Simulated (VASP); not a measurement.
# CdTe (Pmmn) in VASP: single point with PBEsol

Aim: the single point of CdTe with PBEsol.

Program: VASP 6.6.1. These are calculated values, not measurements. Logs are shortened: lines on timing, memory, paths and dates and some standing lists are left out, and cuts for length are marked.

## Step 1: The cell of the first run

It takes space group Pmmn (No. 59, orthorhombic). The conventional cell has a = 4.130 Å, b = 5.839 Å, c = 4.130 Å, α = 90.00°, β = 90.00°, γ = 90.00°. Cd (site symmetry mm2) has 6 Te at 2.91 to 2.93 Å within 3.8 Å. Te (site symmetry mm2) has 6 Cd at 2.91 to 2.93 Å within 3.8 Å.

## Step 2: Single point, PBEsol (S replaced by Te, lengths x 1.080, strained)

INCAR reads:

```
PREC     = Accurate       # precision mode
ENCUT    = 520            # plane-wave cutoff, eV
EDIFF    = 1E-7           # SCF threshold, eV
ISMEAR   = 0              # smearing method
SIGMA    = 0.1            # smearing width, eV
LREAL    = F              # projectors in reciprocal space
LASPH    = T              # aspherical terms in the spheres
NELM     = 100            # most SCF steps
ALGO     = Normal         # electronic algorithm
ISIF     = 2              # what is computed and relaxed
LWAVE    = F              # write WAVECAR
LCHARG   = T              # write CHGCAR
GGA      = PS             # functional
LELF     = T              # ELF
LVHAR    = T            
NBANDS   = 26             # bands
```

KPOINTS reads:

```
regular mesh
0
Gamma
  4 4 4
```

POSCAR reads:

```
CdTe
1.0
    4.1300711097      0.0000000000      0.0000000000
    0.0000000000      5.8389707771      0.0000000000
    0.0000000000      0.0000000000      4.1297193831
Cd Te
2 2
Direct
    0.5000000000      0.5000000000      0.2430260000
    0.0000000000      0.0000000000      0.7569740000
    0.5000000000      0.0000000000      0.2551630000
    0.0000000000      0.5000000000      0.7448370000
```

Potentials or basis: VASP PAW PBE potentials, release 64 (Cd, Te).

Command:

```sh
cat potpaw_PBE.64/Cd/POTCAR potpaw_PBE.64/Te/POTCAR > POTCAR
mpirun -np 1 vasp_std > vasp.out
```

OUTCAR:

```text
PREC = Accurate
   ENCUT = 520
   EDIFF = 1E-7
   ISMEAR = 0
   LREAL = F
   LASPH = T
   NELM = 100
   ISIF = 2
   GGA = PS

 ion  position               nearest neighbor table
   1  0.500  0.500  0.243-   4 2.91   4 2.91   3 2.92   3 2.92   4 2.93   4 2.93
   2  0.000  0.000  0.757-   3 2.91   3 2.91   4 2.92   4 2.92   3 2.93   3 2.93
   3  0.500  0.000  0.255-   2 2.91   2 2.91   1 2.92   1 2.92   2 2.93   2 2.93
   4  0.000  0.500  0.745-   1 2.91   1 2.91   2 2.92   2 2.92   1 2.93   1 2.93

  LATTYP: Found a simple orthorhombic cell.
 ALAT       =     4.1297193831
 B/A-ratio  =     1.0000851696
 C/A-ratio  =     1.4138904452

  Lattice vectors:

 A1 = (   0.0000000000,   0.0000000000,   4.1297193831)
 A2 = (   4.1300711097,   0.0000000000,   0.0000000000)
 A3 = (   0.0000000000,   5.8389707771,   0.0000000000)

Analysis of symmetry for initial positions (statically):
=====================================================================
 Subroutine PRICEL returns:
 Original cell was already a primitive cell.

 Routine SETGRP: Setting up the symmetry group for a
 simple orthorhombic supercell.

 Subroutine GETGRP returns: Found  8 space group operations
 (whereof  4 operations were pure point group operations)
 out of a pool of  8 trial point group operations.

The static configuration has the point symmetry C_2v.
 The point group associated with its full space group is D_2h.

Analysis of symmetry for dynamics (positions and initial velocities):
=====================================================================
 Subroutine PRICEL returns:
 Original cell was already a primitive cell.

 Routine SETGRP: Setting up the symmetry group for a
 simple orthorhombic supercell.

 Subroutine GETGRP returns: Found  8 space group operations
 (whereof  4 operations were pure point group operations)
 out of a pool of  8 trial point group operations.

The dynamic configuration has the point symmetry C_2v.
 The point group associated with its full space group is D_2h.

 Subroutine INISYM returns: Found  8 space group operations
 (whereof  4 operations are pure point group operations),
 and found     1 'primitive' translations

----------------------------------------------------------------------------------------

                                     Primitive cell

  volume of cell :      99.5897

  direct lattice vectors                    reciprocal lattice vectors
     4.130071110  0.000000000  0.000000000     0.242126582  0.000000000  0.000000000
     0.000000000  5.838970777  0.000000000     0.000000000  0.171263060  0.000000000
     0.000000000  0.000000000  4.129719383     0.000000000  0.000000000  0.242147204

  length of vectors
     4.130071110  5.838970777  4.129719383     0.242126582  0.171263060  0.242147204

  position of ions in fractional coordinates (direct lattice)
     0.500000000  0.500000000  0.243026000
     0.000000000  0.000000000  0.756974000
     0.500000000  0.000000000  0.255163000
     0.000000000  0.500000000  0.744837000

  ion indices of the primitive-cell ions
   primitive index   ion index
                 1           1
                 2           2
                 3           3
                 4           4

----------------------------------------------------------------------------------------

 KPOINTS: regular mesh

Automatic generation of k-mesh.
 Grid dimensions read from file:
 generate k-points for:    4    4    4

 Generating k-lattice:

  Cartesian coordinates                     Fractional coordinates (reciprocal lattice)
     0.060531645  0.000000000  0.000000000     0.250000000  0.000000000  0.000000000
     0.000000000  0.042815765  0.000000000     0.000000000  0.250000000  0.000000000
     0.000000000  0.000000000  0.060536801     0.000000000  0.000000000  0.250000000

  Length of vectors
     0.060531645  0.042815765  0.060536801

  Shift w.r.t. Gamma in fractional coordinates (k-lattice)
     0.000000000  0.000000000  0.000000000

 Subroutine IBZKPT returns following result:
 ===========================================

 Found     27 irreducible k-points:

 Following reciprocal coordinates:
            Coordinates               Weight
  0.000000  0.000000  0.000000      1.000000
  0.250000  0.000000  0.000000      2.000000
  0.500000  0.000000  0.000000      1.000000
  0.000000  0.250000  0.000000      2.000000
  0.250000  0.250000  0.000000      4.000000
  0.500000  0.250000  0.000000      2.000000
[... 16 lines left out ...]
  0.250000  0.250000  0.500000      4.000000
  0.500000  0.250000  0.500000      2.000000
 [... further k-points ...]
   k-points           NKPTS =     27   k-points in BZ     NKDIM =     27   number of bands    NBANDS=     26
   number of dos      NEDOS =    301   number of ions     NIONS =      4
   total plane-waves  NPLWV =  49152
   dimension x,y,z NGX =    32 NGY =   48 NGZ =   32
   dimension x,y,z NGXF=    64 NGYF=   96 NGZF=   64
   ions per type =               2   2
   NGX,Y,Z   is equivalent  to a cutoff of  12.88, 13.67, 12.88 a.u.
   NGXF,Y,Z  is equivalent  to a cutoff of  25.76, 27.33, 25.76 a.u.
 SYSTEM =  unknown system
   PREC   = accura    normal or accurate (medium, high low for compatibility)
   ISTART =      0    job   : 0-new  1-cont  2-samecut
   ICHARG =      2    charge: 1-file 2-atom 10-const
   ISPIN  =      1    spin polarized calculation?
   LNONCOLLINEAR =      F non collinear calculations
   LSORBIT =      F    spin-orbit coupling
   LASPH  =      T    aspherical Exc in radial PAW
   ENCUT  =  520.0 eV  38.22 Ry    6.18 a.u.   7.68 10.86  7.68*2*pi/ulx,y,z
   NELM   =    100;   NELMIN=  2; NELMDL= -5     # of ELM steps
   EDIFF  = 0.1E-06   stopping-criterion for ELM
   LREAL  =      F    real-space projection
   EDIFFG = 0.1E-05   stopping-criterion for IOM
   NSW    =      0    number of steps for IOM
   IBRION =     -1    ionic relax: 0-MD 1-quasi-New 2-CG
   NFREE  =      0    steps in history (QN), initial steepest desc. (CG)
   ISIF   =      2    stress and relaxation
   ISYM   =      2    0-nonsym 1-usesym 2-fastsym
   POTIM  = 0.5000    time-step for ionic-motion
   TEBEG  =    0.0;   TEEND  =   0.0 temperature during run
   PSTRESS=    0.0 pullay stress
   NELECT =      36.0000    total number of electrons
   NUPDOWN=      -1.0000    fix difference up-down
   EMIN   =  10.00;   EMAX   =-10.00  energy-range for DOS
   EFERMI =   0.00;   METHOD = LEGACY
   ISMEAR =     0;   SIGMA  =   0.10  broadening in eV -4-tet -1-fermi 0-gaus
   EFERMI_NEDOS =   21; number of points for ismear=-14 and -15
   IALGO  =     38    algorithm
   IMIX   =      4    mixing-type and parameters
     AMIX     =   0.40;   BMIX     =  1.00
     AMIX_MAG =   1.60;   BMIX_MAG =  1.00
  volume/ion in A,a.u.               =      24.90       168.02
  Fermi-wavevector in a.u.,A,eV,Ry     =   1.166194  2.203787 18.504044  1.360009
  Thomas-Fermi vector in A             =   2.302710
   LORBIT       =      0    0 simple, 1 ext, 2 COOP (PROOUT), +10 PAW based schemes
   GGA     = PS    functional components
   LHFCALC =     F    Hartree Fock is set to
   AEXX    =    0.0000 exact exchange contribution
   IVDW    =     0    specifies the selected vdW correction
   LEPSILON=     F    determine dielectric tensor
   LRPA    =     F    only Hartree local field effects (RPA)
 non-spin polarized calculation
 Gauss-broadening in eV      SIGMA  =   0.10
  energy-cutoff  :      520.00
  volume of cell :       99.59
 maximum number of plane-waves:      2708
 NGX is ok and might be reduce to    32
   NGX = 15   NGY = 21   NGZ = 15

 number of electron      35.9999995 magnetization

 Free energy of the ion-electron system (eV)
  ---------------------------------------------------
  ext. energy  EPLUGINS =         0.00000000
  ---------------------------------------------------
  free energy    TOTEN  =       -10.26073009 eV

  energy without entropy =      -10.25085434  energy(sigma->0) =      -10.25579222

 E-fermi :   5.2903     XC(G=0): -10.5083

 val. band max:        5.1907922961   @ k =   0.0000   0.0000   0.2500
 cond. band min:       5.2976755389   @ k =   0.0000   0.5000   0.5000
 fundamental gap:      0.1068832429
 Fermi energy:         5.2902915309

 k-point     1 :       0.0000    0.0000    0.0000
  band No.  band energies     occupation
      1      -7.2672      2.00000
      2      -6.1638      2.00000
      3      -3.4517      2.00000
      4      -3.3928      2.00000
      5      -3.3922      2.00000
      6      -3.3454      2.00000
[... 18 lines left out ...]
     25      13.2168      0.00000
     26      13.2894      0.00000

 k-point     2 :       0.2500    0.0000    0.0000
  band No.  band energies     occupation
      1      -6.8671      2.00000
      2      -5.9915      2.00000
      3      -3.4950      2.00000
      4      -3.4585      2.00000
      5      -3.4400      2.00000
      6      -3.4195      2.00000
[... 18 lines left out ...]
     25      12.6399      0.00000
     26      12.7377      0.00000

 k-point     3 :       0.5000    0.0000    0.0000
  band No.  band energies     occupation
      1      -6.0728      2.00000
      2      -6.0728      2.00000
      3      -3.5845      2.00000
      4      -3.5845      2.00000
      5      -3.4904      2.00000
      6      -3.4904      2.00000
[... 18 lines left out ...]
     25      11.7274      0.00000
     26      11.7274      0.00000

 k-point     4 :       0.0000    0.2500    0.0000
  band No.  band energies     occupation
      1      -7.0646      2.00000
      2      -6.2417      2.00000
      3      -3.4669      2.00000
      4      -3.4363      2.00000
      5      -3.3813      2.00000
      6      -3.3611      2.00000
[... 18 lines left out ...]
     25      12.3233      0.00000
     26      14.2942      0.00000
[... 496 lines left out ...]
      1      -5.9634      2.00000
      2      -5.9277      2.00000
      3      -3.6048      2.00000
      4      -3.6018      2.00000
      5      -3.5377      2.00000
      6      -3.5286      2.00000
[... 18 lines left out ...]
     25      12.1490      0.00000
     26      12.2731      0.00000

 k-point    23 :       0.2500    0.2500    0.5000
  band No.  band energies     occupation
      1      -6.0243      2.00000
      2      -6.0011      2.00000
      3      -3.4762      2.00000
      4      -3.4723      2.00000
      5      -3.4227      2.00000
      6      -3.4140      2.00000
[... 18 lines left out ...]
     25      12.3225      0.00000
     26      12.3416      0.00000

 k-point    24 :       0.5000    0.2500    0.5000
  band No.  band energies     occupation
      1      -6.0706      2.00000
      2      -6.0706      2.00000
      3      -3.4245      2.00000
      4      -3.4245      2.00000
      5      -3.3994      2.00000
      6      -3.3994      2.00000
[... 18 lines left out ...]
     25      14.4325      0.00000
     26      14.4325      0.00000

 [... further k-points ...]

------------------------ aborting loop because EDIFF is reached ----------------------------------------

  FORCE on cell =-STRESS in cart. coord.  units (eV):
  Direction    XX          YY          ZZ          XY          YZ          ZX
  --------------------------------------------------------------------------------------
  -------------------------------------------------------------------------------------
  Total        4.1700280      3.2054308      4.1738309      0.0000000      0.0000000      0.0000000
  in kB       67.0865069     51.5682760     67.1476877      0.0000000      0.0000000      0.0000000
  external PRESSURE =      61.9341569 kB  Pullay stress =       0.0000000 kB

 VOLUME and BASIS-vectors are now :
 -----------------------------------------------------------------------------
  energy-cutoff  :      520.00
  volume of cell :       99.59
      direct lattice vectors                 reciprocal lattice vectors
     4.130071110  0.000000000  0.000000000     0.242126582  0.000000000  0.000000000
     0.000000000  5.838970777  0.000000000     0.000000000  0.171263060  0.000000000
     0.000000000  0.000000000  4.129719383     0.000000000  0.000000000  0.242147204

 POSITION                                       TOTAL-FORCE (eV/Angst)
 -----------------------------------------------------------------------------------
      2.06504      2.91949      1.00363         0.000000      0.000000      0.013817
      0.00000      0.00000      3.12609         0.000000      0.000000     -0.013817
      2.06504      0.00000      1.05375         0.000000      0.000000      0.011898
      0.00000      2.91949      3.07597         0.000000      0.000000     -0.011898
 -----------------------------------------------------------------------------------
    total drift:                                0.000000     -0.000000      0.000000

  FREE ENERGIE OF THE ION-ELECTRON SYSTEM (eV)
  ---------------------------------------------------
  free  energy   TOTEN  =       -10.2607300941 eV

  energy  without entropy=      -10.2508543391  energy(sigma->0) =      -10.25579222
```

It took 34 s on 1 thread of AMD EPYC 9R45 (Zen 5), shared host; peak memory 0.21 GiB.

What came out:

| Property | Result |
| --- | --- |
| Free energy | -10.2607 eV |
| Pressure | 6.2 GPa |
| Largest force | 0.014 eV/Å |
| Band gap on the k mesh | zero (band 18 reaches 5.30 eV, above the bottom of band 19 at 3.80 eV) |

Forces in eV/Å, atoms in the order of the input:
```
Cd   0.000  0.000  0.014
Cd   0.000  0.000 -0.014
Te   0.000  0.000  0.012
Te   0.000  0.000 -0.012
```

Caveat: the k points lie up to 0.38 Å⁻¹ apart; the cell differs from its parent crystal (S replaced by Te, lengths x 1.080, strained); the PAW data sets were made with another functional, which shifts forces and pressure a little; spin-orbit coupling is left out, which moves the levels of the heavy elements.
